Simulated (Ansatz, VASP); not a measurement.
Ni in VASP and in Ansatz

```
CELL_PARAMETERS angstrom
2.48939 0.00000 0.00000
0.00000 2.48939 0.00000
0.00000 0.00000 18.17820
ATOMIC_POSITIONS crystal
Ni 0.25000 0.25000 0.35757
Ni 0.75000 0.75000 0.45083
Ni 0.25000 0.25000 0.54917
Ni 0.75000 0.75000 0.64243
```

Alike in both runs: task single point; functional PBE; k mesh 16 × 16 × 1; occupations fermi-dirac, width 0.1 eV; collinear spin.

|  | VASP | Ansatz |
| --- | --- | --- |
| version | VASP 6.6.1 | Ansatz 0.2.0 |
| potentials or method | VASP PAW PBE potentials, release 64 (Ni), cutoff 520 eV | all-electron LAPW, scalar-relativistic |

Ansatz gave:

| Item | Value |
| --- | --- |
| rms of the force components (eV/Å) | 0.000 |
| net moment per atom (μB) | 0.68 |
| size of the moment on the site where the two differ most (μB) | 0.67 |

Question: What did VASP give for the same quantities?

Answer: rms of the force components (eV/Å): 0.004; net moment per atom (μB): 0.67; size of the moment on the site where the two differ most (μB): 0.64.

Site moments also hang on the region over which each program counts them. Atom by atom the forces differ by 0.004 eV/Å (rms over components). Ansatz ran all-electron here, and VASP with PAW potentials.
